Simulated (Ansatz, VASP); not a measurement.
## Two plane-wave programs on La

File POSCAR:

```
La
1.0
    3.9720228683      0.0000000000      0.0000000000
   -1.9860114341      3.4398727084      0.0000000000
    0.0000000000      0.0000000000      6.2735829233
La
2
Direct
    0.3333333333      0.6666666667      0.2500000000
    0.6666666667      0.3333333333      0.7500000000
```

Contents of INCAR.step1:

```
SYSTEM = La
PREC = Accurate ; ENCUT = 520
ISMEAR = -1 ; SIGMA = 0.1
LREAL = .FALSE. ; LASPH = .TRUE.
NELM = 100 ; NBANDS = 18
GGA = PE ; ALGO = Normal
EDIFF = 1E-4 ; LWAVE = .TRUE.
LCHARG = .FALSE.
```

File INCAR.step2:

```
SYSTEM = La
PREC = Accurate ; ENCUT = 520
EDIFF = 1E-6 ; ISMEAR = -1
SIGMA = 0.1 ; LREAL = .FALSE.
LASPH = .TRUE. ; NELM = 100
ALGO = Normal ; ISIF = 2
LWAVE = .FALSE. ; LCHARG = .FALSE.
METAGGA = R2SCAN ; LMIXTAU = .TRUE.
NBANDS = 18 ; ISTART = 1
```

Contents of KPOINTS:

```
Automatic mesh
0
G
  11 11 6
  0 0 0
```

Input for Ansatz:

```yaml
crystal:
  lattice:
    - [3.9720228683, 0.0, 0.0]
    - [-1.9860114341, 3.4398727084, 0.0]
    - [0.0, 0.0, 6.2735829233]
  atoms:
    - { symbol: La, position: [0.3333333333, 0.6666666667, 0.25] }
    - { symbol: La, position: [0.6666666667, 0.3333333333, 0.75] }
hamiltonian:
  xc: r2scan
  pseudopotentials:
    kind: paw
    azcp:
      La: "pseudopotentials/La.paw.azcp"
basis:
  ecutwfc: 500
  fft_grid_basis: typed
kpoints:
  mp_grid: { grid: [11, 11, 6], shift: [0, 0, 0] }
magnetization:
  spin_polarized: false
scf:
  occupations: { method: fermi_dirac, width: 0.1 }
  lower_state_search: "off"
output:
  stress: true
```

Alike in both runs: task single point; functional r2SCAN; k mesh 11 × 11 × 6; occupations fermi-dirac, width 0.1 eV; no spin polarisation.

|  | VASP | Ansatz |
| --- | --- | --- |
| version | VASP 6.6.1 | Ansatz 0.2.0 |
| potentials or method | VASP PAW PBE potentials, release 64 (La), cutoff 520 eV | plane waves (500 eV) with PAW, scalar-relativistic |
| valence electrons in the cell | 22 | 22 |

|  | VASP | Ansatz | Ansatz less VASP |
| --- | --- | --- | --- |
| pressure (GPa) | -2.4 | -2.4 | -0.03 |
| traceless stress, the component that is largest in VASP (GPa) | -0.16 | -0.15 | +0.011 |

VASP's potentials were made for PBE, not for r2SCAN.

Spin-orbit coupling is off throughout.
